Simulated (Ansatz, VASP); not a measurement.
**BaZrO3: VASP beside Ansatz**

POSCAR

```
BaZrO3
1.0
    4.4951125000      0.0000000000      0.0000000000
    0.0000000000      4.4951125000      0.0000000000
    0.0000000000      0.0000000000      4.1815000000
Ba Zr O
1 1 3
Direct
    0.5000000000      0.5000000000      0.5000000000
    0.0000000000      0.0000000000      0.0000000000
    0.5000000000      0.0000000000      0.0000000000
    0.0000000000      0.5000000000      0.0000000000
    0.0000000000      0.0000000000      0.5000000000
```

Contents of INCAR.step1:

```
PREC = Accurate ; ENCUT = 520
ISMEAR = 0 ; SIGMA = 0.05
LREAL = False ; LASPH = True
NELM = 60 ; NBANDS = 28
GGA = PE ; ALGO = Normal
EDIFF = 1E-4 ; LWAVE = True
LCHARG = False
```

INCAR.step2

```
PREC = Accurate ; ENCUT = 520
EDIFF = 1E-7 ; ISMEAR = 0
SIGMA = 0.05 ; LREAL = False
LASPH = True ; NELM = 60
ALGO = Normal ; ISIF = 2
LWAVE = False ; LCHARG = False
METAGGA = R2SCAN ; LMIXTAU = True
NBANDS = 28 ; ISTART = 1
```

File KPOINTS:

```
regular mesh
0
Gamma
  6 6 6
```

Input for Ansatz:

```yaml
crystal:
  lattice:
    - [4.4951125, 0.0, 0.0]
    - [0.0, 4.4951125, 0.0]
    - [0.0, 0.0, 4.1815]
  atoms:
    - { symbol: Ba, position: [0.5, 0.5, 0.5] }
    - { symbol: Zr, position: [0.0, 0.0, 0.0] }
    - { symbol: O, position: [0.5, 0.0, 0.0] }
    - { symbol: O, position: [0.0, 0.5, 0.0] }
    - { symbol: O, position: [0.0, 0.0, 0.5] }
basis:
  ecutwfc: 500
kpoints:
  mp_grid: { grid: [6, 6, 6] }
hamiltonian:
  xc: r2scan
scf:
  occupations: { method: gaussian, width: 0.05 }
output:
  forces: true
  stress: true
  eigenvalues: true
```

Change from the starting cell: strain +0.0750 x Voigt [1, 1, 0, 0, 0, 0], atoms carried along.

Alike in both runs: task single point; functional r2SCAN; k mesh 6 × 6 × 6; occupations gaussian, width 0.05 eV; no spin polarisation.

```csv
,VASP,Ansatz
version,VASP 6.6.1,Ansatz 0.2.0
potentials or method,"VASP PAW PBE potentials, release 64 (Ba_sv, Zr_sv, O), cutoff 520 eV","scalar-relativistic, plane waves, PAW"
valence electrons in the cell,40,40
```

VASP gave:

| Quantity | Value |
| --- | --- |
| gap on the k mesh at the Fermi level (eV) | 3.14 |
| least direct gap on the mesh (eV) | 3.46 |
| pressure (GPa) | -14.2 |
| traceless stress, the component that is largest in VASP (GPa) | 7.43 |

Question: What did Ansatz give for the same quantities?

Answer: gap on the k mesh at the Fermi level (eV): 3.18; least direct gap on the mesh (eV): 3.48; pressure (GPa): -14.8; traceless stress, the component that is largest in VASP (GPa): 7.25.

VASP's potentials were made for PBE, not for r2SCAN. The functional is the same, so the differences come from potentials, cutoffs and numerics.

Spin-orbit coupling is off throughout.
